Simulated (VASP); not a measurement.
# Ti2S2O3 (R-3m) in VASP: single point with r2SCAN+U

Aim: the single point of Ti2S2O3 with r2SCAN+U.

Program: VASP 6.6.1. These are calculated values, not measurements. Logs are shortened: lines on timing, memory, paths and dates and some standing lists are left out, and cuts for length are marked.

### Step 1. The cell of the first run

The structure is trigonal, space group R-3m (No. 166). The conventional cell has a = 5.194 Å, b = 5.194 Å, c = 12.401 Å, α = 90.00°, β = 90.00°, γ = 120.00°. O (site symmetry 2/m) has 2 Ti at 1.75 Å within 2.3 Å. Within 2.3 Å of Ti (site symmetry 3m) lie 3 O at 1.75 Å. Within 3.4 Å of S (site symmetry -3m) lie 6 O at 2.55 Å and 8 Ti at 2.98 to 3.21 Å. Within 3.4 Å of S (site symmetry -3m) lie 6 O at 2.60 Å and 8 Ti at 3.13 to 3.22 Å.

### Step 2. Single point, r2SCAN+U, collinear spin

File POSCAR:

```
Ti2S2O3
1.0
    2.5970505600      1.4994083400      4.1335297100
   -2.5970505600      1.4994083400      4.1335297100
    0.0000000000     -2.9988166900      4.1335297100
O Ti S
3 2 2
Direct
    0.0000000000      0.0000000000      0.5000000000
    0.5000000000      0.0000000000      0.0000000000
    0.0000000000      0.5000000000      0.0000000000
    0.2401300000      0.2401300000      0.2401300000
    0.7598700000      0.7598700000      0.7598700000
    0.0000000000      0.0000000000      0.0000000000
    0.5000000000      0.5000000000      0.5000000000
```

File INCAR.step1:

```
PREC = Accurate
ENCUT = 660
ISMEAR = -1
SIGMA = 0.0195
LREAL = False
LASPH = True
NELM = 200
ISPIN = 2
MAGMOM = 0 0 0 1 -1 0 0
LMAXMIX = 4
LDAU = True
LDAUTYPE = 2
LDAUL = 1 2 -1
LDAUU = 6.4 4.79 0
LDAUJ = 0 0 0
NBANDS = 40
GGA = PE
ALGO = Normal
EDIFF = 1E-5
LWAVE = True
LCHARG = False
GGA_COMPAT = False
```

File INCAR.step2:

```
PREC = Accurate
ENCUT = 660
EDIFF = 1E-6
ISMEAR = -1
SIGMA = 0.0195
LREAL = False
LASPH = True
NELM = 200
ALGO = Normal
ISIF = 2
LWAVE = False
LCHARG = True
ISPIN = 2
MAGMOM = 0 0 0 1 -1 0 0
LORBIT = 11
LMAXMIX = 4
LDAU = True
LDAUTYPE = 2
LDAUL = 1 2 -1
LDAUU = 6.4 4.79 0
LDAUJ = 0 0 0
LDAUPRINT = 1
METAGGA = R2SCAN
LMIXTAU = True
LELF = True
LVHAR = True
NBANDS = 40
ISTART = 1
GGA_COMPAT = False
```

File KPOINTS:

```
regular mesh
0
Gamma
  5 5 5
```

Potentials or basis: VASP PAW PBE potentials, release 64 (O, Ti_sv, S).

Run with:

```
$ cat potpaw_PBE.64/O/POTCAR potpaw_PBE.64/Ti_sv/POTCAR potpaw_PBE.64/S/POTCAR > POTCAR
$ cp INCAR.step1 INCAR
$ mpirun -np 1 vasp_std > vasp.out
$ cp INCAR.step2 INCAR
$ mpirun -np 1 vasp_std > vasp.out
```

OUTCAR:

```text
PREC = Accurate
   ENCUT = 660
   EDIFF = 1E-6
   ISMEAR = -1
   LREAL = False
   LASPH = True
   NELM = 200
   ISIF = 2
   ISPIN = 2
   LORBIT = 11
   METAGGA = R2SCAN
   ISTART = 1

 ion  position               nearest neighbor table
   1  0.000  0.000  0.500-   4 1.75   5 1.75
   2  0.500  0.000  0.000-   4 1.75   5 1.75
   3  0.000  0.500  0.000-   4 1.75   5 1.75
   4  0.240  0.240  0.240-   2 1.75   3 1.75   1 1.75
   5  0.760  0.760  0.760-   2 1.75   3 1.75   1 1.75
   6  0.000  0.000  0.000-
   7  0.500  0.500  0.500-

  LATTYP: Found a trigonal (rhomboedric) cell.
 ALAT       =     5.1067572298
 COS(alpha) =     0.4827498362

  Lattice vectors:

 A1 = (   2.5970505600,   1.4994083400,   4.1335297100)
 A2 = (  -2.5970505600,   1.4994083400,   4.1335297100)
 A3 = (   0.0000000000,  -2.9988166900,   4.1335297100)

Analysis of symmetry for initial positions (statically):
=====================================================================
 Subroutine PRICEL returns:
 Original cell was already a primitive cell.

 Routine SETGRP: Setting up the symmetry group for a
 trigonal (rhombohedral) supercell.

 Subroutine GETGRP returns: Found 12 space group operations
 (whereof 12 operations were pure point group operations)
 out of a pool of 12 trial point group operations.

The static configuration has the point symmetry D_3d.

Analysis of symmetry for dynamics (positions and initial velocities):
=====================================================================
 Subroutine PRICEL returns:
 Original cell was already a primitive cell.

 Routine SETGRP: Setting up the symmetry group for a
 trigonal (rhombohedral) supercell.

 Subroutine GETGRP returns: Found 12 space group operations
 (whereof 12 operations were pure point group operations)
 out of a pool of 12 trial point group operations.

The dynamic configuration has the point symmetry D_3d.

Analysis of structural, dynamic, and magnetic symmetry:
=====================================================================
 Subroutine PRICEL returns:
 Original cell was already a primitive cell.

 Routine SETGRP: Setting up the symmetry group for a
 trigonal (rhombohedral) supercell.

 Subroutine GETGRP returns: Found 12 space group operations
 (whereof 12 operations were pure point group operations)
 out of a pool of 12 trial point group operations.

The overall configuration has the point symmetry D_3d.

 Subroutine INISYM returns: Found 12 space group operations
 (whereof 12 operations are pure point group operations),
 and found     1 'primitive' translations

----------------------------------------------------------------------------------------

                                     Primitive cell

  volume of cell :      96.5768

  direct lattice vectors                    reciprocal lattice vectors
     2.597050560  1.499408340  4.133529710     0.192526094  0.111154955  0.080641330
    -2.597050560  1.499408340  4.133529710    -0.192526094  0.111154955  0.080641330
     0.000000000 -2.998816690  4.133529710     0.000000000 -0.222309910  0.080641330

  length of vectors
     5.106756783  5.106756783  5.106757230     0.236484133  0.236484133  0.236484080

  position of ions in fractional coordinates (direct lattice)
     0.000000000  0.000000000  0.500000000
     0.500000000  1.000000000  0.000000000
     1.000000000  0.500000000  0.000000000
     0.240130000  0.240130000  0.240130000
[... 150 lines left out ...]
  o =  0.1336  v =  0.0000 -0.0000 -1.0000  0.0000 -0.0000  0.0000  0.0000  0.0000  0.0000  0.0000      0.0000  0.0000  0.0000  0.0000  0.0000  0.0000  0.0000  0.0000  0.0000  0.0000
  o =  0.2613  v =  0.0000  0.0000  0.0000  0.0000  0.0000  0.5980  0.0000  0.0000 -0.8015  0.0000      0.0000  0.0000  0.0000  0.0000  0.0000  0.0000  0.0000  0.0000  0.0000  0.0000
  o =  0.2613  v =  0.5980  0.0000  0.0000 -0.8015  0.0000  0.0000  0.0000  0.0000  0.0000  0.0000      0.0000  0.0000  0.0000  0.0000  0.0000  0.0000  0.0000  0.0000  0.0000  0.0000
  o =  0.2613  v =  0.0000  0.0000  0.0000  0.0000  0.0000  0.0000 -0.8015  0.0000  0.0000  0.5980      0.0000  0.0000  0.0000  0.0000  0.0000  0.0000  0.0000  0.0000  0.0000  0.0000
  o =  0.2613  v =  0.0000 -0.8015  0.0000  0.0000  0.5980  0.0000  0.0000  0.0000  0.0000  0.0000      0.0000  0.0000  0.0000  0.0000  0.0000  0.0000  0.0000  0.0000  0.0000  0.0000

atom =   5  type =  2  l = 2

 onsite density matrix

spin component  1

  0.1759 -0.0000  0.0000 -0.0637  0.0000
 -0.0000  0.2137 -0.0000 -0.0000 -0.0637
  0.0000 -0.0000  0.1336 -0.0000  0.0000
 -0.0637 -0.0000 -0.0000  0.2137 -0.0000
  0.0000 -0.0637  0.0000 -0.0000  0.1759

spin component  2

  0.1759 -0.0000  0.0000 -0.0637  0.0000
 -0.0000  0.2137 -0.0000 -0.0000 -0.0637
  0.0000 -0.0000  0.1336 -0.0000  0.0000
 -0.0637 -0.0000 -0.0000  0.2137 -0.0000
  0.0000 -0.0637  0.0000 -0.0000  0.1759

 occupancies and eigenvectors

  o =  0.1283  v = -0.8015  0.0000  0.0000 -0.5980  0.0000  0.0000  0.0000  0.0000  0.0000  0.0000      0.0000  0.0000  0.0000  0.0000  0.0000  0.0000  0.0000  0.0000  0.0000  0.0000
  o =  0.1283  v =  0.0000  0.0000  0.0000  0.0000  0.0000 -0.8015  0.0000  0.0000 -0.5980  0.0000      0.0000  0.0000  0.0000  0.0000  0.0000  0.0000  0.0000  0.0000  0.0000  0.0000
  o =  0.1283  v =  0.0000  0.5980 -0.0000  0.0000  0.8015  0.0000  0.0000  0.0000  0.0000  0.0000      0.0000  0.0000  0.0000  0.0000  0.0000  0.0000  0.0000  0.0000  0.0000  0.0000
  o =  0.1283  v =  0.0000  0.0000  0.0000  0.0000  0.0000  0.0000  0.5980 -0.0000  0.0000  0.8015      0.0000  0.0000  0.0000  0.0000  0.0000  0.0000  0.0000  0.0000  0.0000  0.0000
  o =  0.1336  v =  0.0000 -0.0000 -1.0000  0.0000 -0.0000  0.0000  0.0000  0.0000  0.0000  0.0000      0.0000  0.0000  0.0000  0.0000  0.0000  0.0000  0.0000  0.0000  0.0000  0.0000
  o =  0.1336  v =  0.0000  0.0000  0.0000  0.0000  0.0000  0.0000 -0.0000 -1.0000  0.0000 -0.0000      0.0000  0.0000  0.0000  0.0000  0.0000  0.0000  0.0000  0.0000  0.0000  0.0000
  o =  0.2613  v =  0.5980  0.0000  0.0000 -0.8015  0.0000  0.0000  0.0000  0.0000  0.0000  0.0000      0.0000  0.0000  0.0000  0.0000  0.0000  0.0000  0.0000  0.0000  0.0000  0.0000
  o =  0.2613  v =  0.0000  0.0000  0.0000  0.0000  0.0000  0.5980  0.0000  0.0000 -0.8015  0.0000      0.0000  0.0000  0.0000  0.0000  0.0000  0.0000  0.0000  0.0000  0.0000  0.0000
  o =  0.2613  v =  0.0000 -0.8015  0.0000  0.0000  0.5980  0.0000  0.0000  0.0000  0.0000  0.0000      0.0000  0.0000  0.0000  0.0000  0.0000  0.0000  0.0000  0.0000  0.0000  0.0000
  o =  0.2613  v =  0.0000  0.0000  0.0000  0.0000  0.0000  0.0000 -0.8015  0.0000  0.0000  0.5980      0.0000  0.0000  0.0000  0.0000  0.0000  0.0000  0.0000  0.0000  0.0000  0.0000

 number of electron      54.0000002 magnetization      -0.0000000

 Free energy of the ion-electron system (eV)
  ---------------------------------------------------
  ext. energy  EPLUGINS =         0.00000000
  ---------------------------------------------------
  free energy    TOTEN  =       -45.66258988 eV

  energy without entropy =      -45.65478904  energy(sigma->0) =      -45.65868946

 E-fermi :   6.6102     XC(G=0): -11.3222

 val. band max:        6.5938815192   @ k =   0.0000   0.0000   0.0000
 cond. band min:       6.6182623903   @ k =  -0.2000   0.2000   0.0000
 fundamental gap:      0.0243808711
 Fermi energy:         6.6102498223

 spin component 1

 k-point     1 :       0.0000    0.0000    0.0000
  band No.  band energies     occupation
      1     -55.8068      1.00000
      2     -55.7973      1.00000
      3     -31.1409      1.00000
      4     -31.1409      1.00000
      5     -31.0645      1.00000
      6     -31.0238      1.00000
[... 787 lines left out ...]
     38      10.0877      0.00000
     39      11.7130      0.00000
 Fermi energy:         6.6102498223

 spin component 2

 k-point     1 :       0.0000    0.0000    0.0000
  band No.  band energies     occupation
      1     -55.8068      1.00000
      2     -55.7973      1.00000
      3     -31.1409      1.00000
      4     -31.1409      1.00000
      5     -31.0645      1.00000
      6     -31.0238      1.00000
[... 787 lines left out ...]
     38      10.0877      0.00000
     39      11.7130      0.00000
 [bands above 39 left out]

------------------------ aborting loop because EDIFF is reached ----------------------------------------

  FORCE on cell =-STRESS in cart. coord.  units (eV):
  Direction    XX          YY          ZZ          XY          YZ          ZX
  --------------------------------------------------------------------------------------
  -------------------------------------------------------------------------------------
  Total       15.8632090     15.8632197     10.2177642      0.0000000     -0.0000000      0.0000000
  in kB      263.1655204    263.1656971    169.5094117      0.0000000     -0.0000001      0.0000000
  external PRESSURE =     231.9468764 kB  Pullay stress =       0.0000000 kB

 VOLUME and BASIS-vectors are now :
 -----------------------------------------------------------------------------
  energy-cutoff  :      660.00
  volume of cell :       96.58
      direct lattice vectors                 reciprocal lattice vectors
     2.597050560  1.499408340  4.133529710     0.192526094  0.111154955  0.080641330
    -2.597050560  1.499408340  4.133529710    -0.192526094  0.111154955  0.080641330
     0.000000000 -2.998816690  4.133529710     0.000000000 -0.222309910  0.080641330

 POSITION                                       TOTAL-FORCE (eV/Angst)
 -----------------------------------------------------------------------------------
      0.00000     -1.49941      2.06676         0.000000      0.000000     -0.000000
      1.29853      0.74970      2.06676        -0.000000      0.000000     -0.000000
     -1.29853      0.74970      2.06676        -0.000000      0.000000     -0.000000
      0.00000     -0.00000      2.97775         0.000000     -0.000000      3.417117
      0.00000     -0.00000      9.42284         0.000000      0.000000     -3.417117
      0.00000      0.00000      0.00000         0.000000      0.000000     -0.000000
      0.00000     -0.00000      6.20029        -0.000000     -0.000000     -0.000000
 -----------------------------------------------------------------------------------
    total drift:                                0.000000     -0.000000      0.000000

  FREE ENERGIE OF THE ION-ELECTRON SYSTEM (eV)
  ---------------------------------------------------
  free  energy   TOTEN  =       -45.6625898819 eV

  energy  without entropy=      -45.6547890421  energy(sigma->0) =      -45.65868946

 total charge

# of ion       s       p       d       tot
------------------------------------------
    1        1.606   3.588   0.000   5.194
    2        1.606   3.588   0.000   5.194
    3        1.606   3.588   0.000   5.194
    4        2.253   6.266   1.793  10.313
    5        2.253   6.266   1.793  10.313
    6        1.397   2.219   0.000   3.616
    7        1.381   2.263   0.000   3.644
--------------------------------------------------
tot         12.104  27.776   3.586  43.466

 magnetization (x)

# of ion       s       p       d       tot
------------------------------------------
    1        0.000   0.000   0.000   0.000
    2        0.000   0.000   0.000   0.000
    3        0.000   0.000   0.000   0.000
    4       -0.000   0.000  -0.000  -0.000
    5        0.000  -0.000   0.000   0.000
    6        0.000   0.000   0.000   0.000
    7        0.000   0.000   0.000   0.000
--------------------------------------------------
tot          0.000   0.000   0.000   0.000
```

Run time: 14 min. Hardware: 1 thread of AMD EPYC 9R45 (Zen 5), shared host; peak memory 0.5 GiB.

Results:

- Free energy: -45.6626 eV
- Pressure: 23.2 GPa
- Largest force: 3.417 eV/Å
- Band gap on the k mesh: zero (filled and empty bands overlap)
- Net moment: 0.00 μB per cell
- Valence electrons inside the program's atomic spheres: O 5.19; Ti 10.31; S 3.62, 3.64

Forces in eV/Å, atoms in the order of the input:
```
O    0.000  0.000  0.000
O    0.000  0.000  0.000
O    0.000  0.000  0.000
Ti   0.000  0.000  3.417
Ti   0.000  0.000 -3.417
S    0.000  0.000  0.000
S    0.000  0.000  0.000
```

Eigenvalues of the final occupation matrices:
```csv
site,spin,trace,eigenvalues
site 4 d,1,0.91,0.13 0.13 0.13 0.26 0.26
site 4 d,2,0.91,0.13 0.13 0.13 0.26 0.26
site 5 d,1,0.91,0.13 0.13 0.13 0.26 0.26
site 5 d,2,0.91,0.13 0.13 0.13 0.26 0.26
```

Caveat: the stress differs along the axes, from 17 to 26 GPa; the PAW data sets were made with another functional, which shifts forces and pressure a little.

The gap in the log of VASP goes by the Fermi energy; the results here count the filled bands.